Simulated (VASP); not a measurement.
# MoS2 (R-3m) in VASP: notebook

Runs on MoS2. Level: PBEsol. Tasks: single point.

Program: VASP 6.6.1. These are calculated values, not measurements. Logs are shortened: lines on timing, memory, paths and dates and some standing lists are left out, and cuts for length are marked.

## 1. The cell of the first run

It takes space group R-3m (No. 166, trigonal). Conventional cell: a = 3.171 Å, b = 3.171 Å, c = 18.345 Å, α = 90.00°, β = 90.00°, γ = 120.00°. Within 3.2 Å of Mo (site symmetry -3m) lie 6 S at 2.39 Å and 6 Mo at 3.17 Å. S (site symmetry 3m) has 3 Mo at 2.39 Å and 6 S at 3.17 Å within 3.2 Å.

## 2. Single point, PBEsol, spin-orbit coupling, no magnetisation

INCAR

```
PREC     = Accurate       # precision mode
ENCUT    = 600            # plane-wave cutoff, eV
EDIFF    = 1E-7           # SCF threshold, eV
ISMEAR   = 0              # smearing method
SIGMA    = 0.02           # smearing width, eV
LREAL    = False          # projectors in reciprocal space
LASPH    = True           # aspherical terms in the spheres
NELM     = 100            # most SCF steps
ALGO     = Normal         # electronic algorithm
ISIF     = 2              # what is computed and relaxed
LWAVE    = False          # write WAVECAR
LCHARG   = False          # write CHGCAR
MAGMOM   = 0 0 0 0 0 0 0 0 0 # initial moments
LORBIT   = 11             # projections on sites
LSORBIT  = True           # spin-orbit coupling
GGA_COMPAT= False        
LMAXMIX  = 4              # l up to which the mixer works
GGA      = PS             # functional
NBANDS   = 42             # bands
```

KPOINTS

```
regular mesh
0
Gamma
  7 7 7
```

POSCAR

```
MoS2
1.0
    1.5855000000      0.9153888518      6.1149966667
   -1.5855000000      0.9153888518      6.1149966667
    0.0000000000     -1.8307777036      6.1149966667
Mo S
1 2
Direct
    0.0000000000      0.0000000000      0.0000000000
    0.2500000000      0.2500000000      0.2500000000
    0.7500000000      0.7500000000      0.7500000000
```

Potentials or basis: VASP PAW PBE potentials, release 64 (Mo_sv, S).

The run is started by

```
> cat potpaw_PBE.64/Mo_sv/POTCAR potpaw_PBE.64/S/POTCAR > POTCAR
> mpirun -np 1 vasp_ncl > vasp.out
```

OUTCAR:

```text
PREC = Accurate
   ENCUT = 600
   EDIFF = 1E-7
   ISMEAR = 0
   LREAL = False
   LASPH = True
   NELM = 100
   ISIF = 2
   LORBIT = 11
   LSORBIT = True
   GGA = PS

 Found     44 irreducible k-points:

 Following reciprocal coordinates:
            Coordinates               Weight
  0.000000  0.000000  0.000000      1.000000
  0.142857  0.000000  0.000000      6.000000
  0.285714  0.000000  0.000000      6.000000
  0.428571 -0.000000  0.000000      6.000000
  0.142857  0.142857  0.000000      6.000000
  0.285714  0.142857  0.000000     12.000000
   k-points           NKPTS =     44   k-points in BZ     NKDIM =     44   number of bands    NBANDS=     42
   number of dos      NEDOS =    301   number of ions     NIONS =      3
   total plane-waves  NPLWV = 157464
   dimension x,y,z NGX =    54 NGY =   54 NGZ =   54
   dimension x,y,z NGXF=   108 NGYF=  108 NGZF=  108
   ions per type =               1   2
   NGX,Y,Z   is equivalent  to a cutoff of  14.06, 14.06, 14.06 a.u.
   NGXF,Y,Z  is equivalent  to a cutoff of  28.13, 28.13, 28.13 a.u.
 SYSTEM =  unknown system
   PREC   = accura    normal or accurate (medium, high low for compatibility)
   ISTART =      0    job   : 0-new  1-cont  2-samecut
   ICHARG =      2    charge: 1-file 2-atom 10-const
   ISPIN  =      1    spin polarized calculation?
   LNONCOLLINEAR =      T non collinear calculations
   LSORBIT =      T    spin-orbit coupling
   LASPH  =      T    aspherical Exc in radial PAW
   ENCUT  =  600.0 eV  44.10 Ry    6.64 a.u.  12.75 12.75 12.75*2*pi/ulx,y,z
   NELM   =    100;   NELMIN=  2; NELMDL= -5     # of ELM steps
   EDIFF  = 0.1E-06   stopping-criterion for ELM
   LREAL  =      F    real-space projection
   EDIFFG = 0.1E-05   stopping-criterion for IOM
   NSW    =      0    number of steps for IOM
   IBRION =     -1    ionic relax: 0-MD 1-quasi-New 2-CG
   NFREE  =      0    steps in history (QN), initial steepest desc. (CG)
   ISIF   =      2    stress and relaxation
   ISYM   =      2    0-nonsym 1-usesym 2-fastsym
   POTIM  = 0.5000    time-step for ionic-motion
   TEBEG  =    0.0;   TEEND  =   0.0 temperature during run
   PSTRESS=    0.0 pullay stress
   NELECT =      26.0000    total number of electrons
   NUPDOWN=      -1.0000    fix difference up-down
   EMIN   =  10.00;   EMAX   =-10.00  energy-range for DOS
   EFERMI =   0.00;   METHOD = LEGACY
   ISMEAR =     0;   SIGMA  =   0.02  broadening in eV -4-tet -1-fermi 0-gaus
   EFERMI_NEDOS =   21; number of points for ismear=-14 and -15
   IALGO  =     38    algorithm
   IMIX   =      4    mixing-type and parameters
     AMIX     =   0.40;   BMIX     =  1.00
     AMIX_MAG =   1.60;   BMIX_MAG =  1.00
[... 294 lines left out ...]
  Total        0.4822631      0.4822631      2.1283159      0.0000000      0.0000000      0.0000000
  in kB       14.5102623     14.5102623     64.0364610      0.0000000      0.0000000      0.0000000
  external PRESSURE =      31.0189952 kB  Pullay stress =       0.0000000 kB

 VOLUME and BASIS-vectors are now :
 -----------------------------------------------------------------------------
  energy-cutoff  :      600.00
  volume of cell :       53.25
      direct lattice vectors                 reciprocal lattice vectors
     1.585500000  0.915388852  6.114996667     0.315357931  0.182071986  0.054510796
    -1.585500000  0.915388852  6.114996667    -0.315357931  0.182071986  0.054510796
     0.000000000 -1.830777704  6.114996667     0.000000000 -0.364143973  0.054510796

 POSITION                                       TOTAL-FORCE (eV/Angst)
 -----------------------------------------------------------------------------------
      0.00000      0.00000      0.00000         0.000000      0.000000     -0.000000
      0.00000      0.00000      4.58625         0.000000      0.000000     -0.792464
      0.00000      0.00000     13.75874         0.000000     -0.000000      0.792464
 -----------------------------------------------------------------------------------
    total drift:                                0.000000      0.000000     -0.000000

  FREE ENERGIE OF THE ION-ELECTRON SYSTEM (eV)
  ---------------------------------------------------
  free  energy   TOTEN  =       -22.6863340810 eV

  energy  without entropy=      -22.6860378817  energy(sigma->0) =      -22.68618598

 Spin-Orbit-Coupling matrix elements

 Ion:    1  E_soc:     -0.1952865
 l=   1
     0.0000000    -0.0295374    -0.0294504
    -0.0295374     0.0000000    -0.0295374
    -0.0294504    -0.0295374     0.0000000
 l=   2
     0.0000000    -0.0005200     0.0000000    -0.0005200    -0.0027602
    -0.0005200     0.0000000    -0.0019504    -0.0003771    -0.0005200
     0.0000000    -0.0019504     0.0000000    -0.0019504     0.0000000
    -0.0005200    -0.0003771    -0.0019504     0.0000000    -0.0005200
    -0.0027602    -0.0005200     0.0000000    -0.0005200     0.0000000
 l=   3
     0.0000000     0.0000000     0.0000000     0.0000000     0.0000000     0.0000000     0.0000000
     0.0000000     0.0000000     0.0000000     0.0000000     0.0000000     0.0000000     0.0000000
     0.0000000     0.0000000     0.0000000     0.0000000     0.0000000     0.0000000     0.0000000
     0.0000000     0.0000000     0.0000000     0.0000000     0.0000000     0.0000000     0.0000000
[... 29 lines left out ...]
 l=   2
     0.0000000     0.0000000     0.0000000     0.0000000     0.0000000
     0.0000000     0.0000000     0.0000000     0.0000000     0.0000000
     0.0000000     0.0000000     0.0000000     0.0000000     0.0000000
     0.0000000     0.0000000     0.0000000     0.0000000     0.0000000
     0.0000000     0.0000000     0.0000000     0.0000000     0.0000000
 l=   3
     0.0000000     0.0000000     0.0000000     0.0000000     0.0000000     0.0000000     0.0000000
     0.0000000     0.0000000     0.0000000     0.0000000     0.0000000     0.0000000     0.0000000
     0.0000000     0.0000000     0.0000000     0.0000000     0.0000000     0.0000000     0.0000000
     0.0000000     0.0000000     0.0000000     0.0000000     0.0000000     0.0000000     0.0000000
     0.0000000     0.0000000     0.0000000     0.0000000     0.0000000     0.0000000     0.0000000
     0.0000000     0.0000000     0.0000000     0.0000000     0.0000000     0.0000000     0.0000000
     0.0000000     0.0000000     0.0000000     0.0000000     0.0000000     0.0000000     0.0000000

 total charge

# of ion       s       p       d       tot
------------------------------------------
    1        2.307   6.237   3.967  12.511
    2        1.360   2.323   0.000   3.683
    3        1.360   2.323   0.000   3.683
--------------------------------------------------
tot          5.028  10.883   3.967  19.878

 magnetization (x)

# of ion       s       p       d       tot
------------------------------------------
    1        0.000   0.000   0.000   0.000
    2        0.000   0.000   0.000   0.000
    3        0.000   0.000   0.000   0.000
--------------------------------------------------
tot          0.000   0.000   0.000   0.000

 magnetization (y)

# of ion       s       p       d       tot
------------------------------------------
    1        0.000  -0.000   0.000  -0.000
    2        0.000   0.000   0.000   0.000
    3        0.000   0.000   0.000   0.000
--------------------------------------------------
tot          0.000  -0.000   0.000  -0.000

 magnetization (z)

# of ion       s       p       d       tot
------------------------------------------
    1        0.000   0.000   0.000   0.000
    2        0.000   0.000   0.000   0.000
    3        0.000   0.000   0.000   0.000
--------------------------------------------------
tot          0.000   0.000   0.000   0.000
```

OSZICAR:

```text
N       E                     dE             d eps       ncg     rms          rms(c)
DAV:   1     0.225580990942E+03    0.22558E+03   -0.14594E+04  3808   0.131E+03
DAV:   2    -0.131795808465E+02   -0.23876E+03   -0.22930E+03  4358   0.341E+02
DAV:   3    -0.240834909434E+02   -0.10904E+02   -0.10715E+02  4630   0.678E+01
DAV:   4    -0.242434026913E+02   -0.15991E+00   -0.15964E+00  4376   0.850E+00
DAV:   5    -0.242460750248E+02   -0.26723E-02   -0.26716E-02  4658   0.111E+00    0.267E+01
DAV:   6    -0.231523720883E+02    0.10937E+01   -0.50007E+00  3938   0.193E+01    0.956E+00
DAV:   7    -0.228998286445E+02    0.25254E+00   -0.26414E+00  3920   0.126E+01    0.685E+00
DAV:   8    -0.226874389722E+02    0.21239E+00   -0.30503E-01  4098   0.492E+00    0.214E+00
DAV:   9    -0.226895610056E+02   -0.21220E-02   -0.49391E-02  4304   0.140E+00    0.908E-01
DAV:  10    -0.226862714005E+02    0.32896E-02   -0.88867E-03  4136   0.810E-01    0.232E-01
DAV:  11    -0.226864188559E+02   -0.14746E-03   -0.95134E-04  4682   0.186E-01    0.800E-02
DAV:  12    -0.226863311916E+02    0.87664E-04   -0.22803E-04  4100   0.122E-01    0.168E-02
DAV:  13    -0.226863323702E+02   -0.11786E-05   -0.20020E-05  4212   0.289E-02    0.128E-02
DAV:  14    -0.226863342990E+02   -0.19289E-05   -0.40631E-06  4252   0.134E-02    0.704E-03
DAV:  15    -0.226863341066E+02    0.19247E-06   -0.33896E-07  4170   0.493E-03    0.260E-03
DAV:  16    -0.226863340810E+02    0.25527E-07   -0.25372E-07  3790   0.315E-03
   1 F= -.22686334E+02 E0= -.22686186E+02  d E =-.296199E-03  mag=    -0.0000     0.0000    -0.0000
```

It took 16 min on 1 thread of Intel Xeon 6975P-C (Granite Rapids), shared host; peak memory 0.96 GiB.

These settings weren't tested for convergence.

Results:

| Item | Value |
| --- | --- |
| Free energy | -22.6863 eV |
| Pressure | 3.1 GPa |
| Largest force | 0.792 eV/Å |
| Valence electrons inside the program's atomic spheres | Mo 12.51; S 3.68 |

Caveat: the cell stands under pressure; the PAW data sets were made with another functional, which shifts forces and pressure a little.

## 3. Single point, PBEsol, spin-orbit coupling, no magnetisation

Changes to INCAR since step 2:

```diff
@@ -1,3 +1,3 @@
 PREC     = Accurate       # precision mode
-ENCUT    = 600            # plane-wave cutoff, eV
+ENCUT    = 250            # plane-wave cutoff, eV
 EDIFF    = 1E-7           # SCF threshold, eV
```

KPOINTS

```
regular mesh
0
Gamma
  4 4 4
```

POSCAR is that of step 2.

Potentials or basis: VASP PAW PBE potentials, release 64 (Mo_sv, S).

The run is started by

```
> cat potpaw_PBE.64/Mo_sv/POTCAR potpaw_PBE.64/S/POTCAR > POTCAR
> mpirun -np 1 vasp_ncl > vasp.out
```

Run time: 51 s. Hardware: 1 thread of Intel Xeon 6975P-C (Granite Rapids), shared host; peak memory 0.38 GiB.

The run converged, but its numbers aren't listed here, since they failed a check.

Caveat: the k points lie up to 0.58 Å⁻¹ apart; the cutoff lies under the usual one of these potentials, which adds a basis-set error; the PAW data sets were made with another functional, which shifts forces and pressure a little.

## 4. Single point, PBEsol, spin-orbit coupling, no magnetisation

Changes to INCAR since step 3:

```diff
@@ -1,3 +1,3 @@
 PREC     = Accurate       # precision mode
-ENCUT    = 250            # plane-wave cutoff, eV
+ENCUT    = 500            # plane-wave cutoff, eV
 EDIFF    = 1E-7           # SCF threshold, eV
```

KPOINTS

```
regular mesh
0
Gamma
  3 3 3
```

POSCAR is that of step 3.

The run is started by

```
> cat potpaw_PBE.64/Mo_sv/POTCAR potpaw_PBE.64/S/POTCAR > POTCAR
> mpirun -np 1 vasp_ncl > vasp.out
```

Run time: 1.7 min. Hardware: 1 thread of Intel Xeon 6975P-C (Granite Rapids), shared host; peak memory 0.71 GiB.

No test shows these settings to be converged.

What came out:

- Free energy: -22.8057 eV
- Pressure: 3.5 GPa
- Largest force: 0.149 eV/Å
- Valence electrons inside the program's atomic spheres: Mo 12.50; S 3.70

Caveat: the k points lie up to 0.77 Å⁻¹ apart; the PAW data sets were made with another functional, which shifts forces and pressure a little.
